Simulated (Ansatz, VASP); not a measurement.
Cs: VASP beside Ansatz

The input INCAR:

```
SYSTEM = Cs
PREC     = Accurate       ! precision mode
ENCUT    = 520            ! plane-wave cutoff, eV
EDIFF    = 1E-6           ! SCF threshold, eV
ISMEAR   = 0              ! smearing method
SIGMA    = 0.1            ! smearing width, eV
LREAL    = .FALSE.        ! projectors in reciprocal space
LASPH    = .TRUE.         ! aspherical terms in the spheres
NELM     = 80             ! most SCF steps
ALGO     = Fast           ! electronic algorithm
ISIF     = 2              ! what is computed and relaxed
LWAVE    = .FALSE.        ! write WAVECAR
LCHARG   = .TRUE.         ! write CHGCAR
GGA      = CA             ! functional
LELF     = .TRUE.         ! ELF
LVHAR    = .TRUE.       
NBANDS   = 16             ! bands
```

The input KPOINTS:

```
Automatic mesh
0
G
  4 4 4
  0 0 0
```

Contents of POSCAR:

```
Cs
1.0
   -2.5538463026      2.5538463026      9.5960667852
    2.5538463026     -2.5538463026      9.5960667852
    2.5538463026      2.5538463026     -9.5960667852
Cs
2
Direct
    0.2500000000      0.7500000000      0.5000000000
    0.5000000000      0.5000000000      0.0000000000
```

Input for Ansatz:

```yaml
crystal:
  lattice:
    - [-2.5538463026, 2.5538463026, 9.5960667852]
    - [2.5538463026, -2.5538463026, 9.5960667852]
    - [2.5538463026, 2.5538463026, -9.5960667852]
  atoms:
    - { symbol: Cs, position: [0.25, 0.75, 0.5] }
    - { symbol: Cs, position: [0.5, 0.5, 0.0] }
basis:
  ecutwfc: 420
kpoints:
  mp_grid: { grid: [4, 4, 4] }
hamiltonian:
  xc: lda
scf:
  occupations: { method: gaussian, width: 0.1 }
  n_extra_bands: 12
output:
  forces: true
  stress: true
  eigenvalues: true
  populations: true
```

Alike in both runs: task single point; functional LDA; k mesh 4 × 4 × 4; occupations gaussian, width 0.1 eV; no spin polarisation.

|  | VASP | Ansatz |
| --- | --- | --- |
| version | VASP 6.6.1 | Ansatz 0.2.0 |
| potentials or method | VASP PAW LDA potentials, release 64 (Cs_sv), cutoff 520 eV | scalar-relativistic, plane waves, PAW |
| valence electrons in the cell | 18 | 18 |

|  | VASP | Ansatz | Ansatz less VASP |
| --- | --- | --- | --- |
| gap on the k mesh at the Fermi level (eV) | none | none | - |
| pressure (GPa) | -0.3 | -0.3 | +0.01 |

LDA's correlation is that of Perdew and Zunger in VASP and of Perdew and Wang (1992) in Ansatz. A gap of «none» marks a metal or a gap that the smearing closes.

The k mesh is coarse, so the values compare programs but aren't converged. Neither program's run includes spin-orbit coupling.
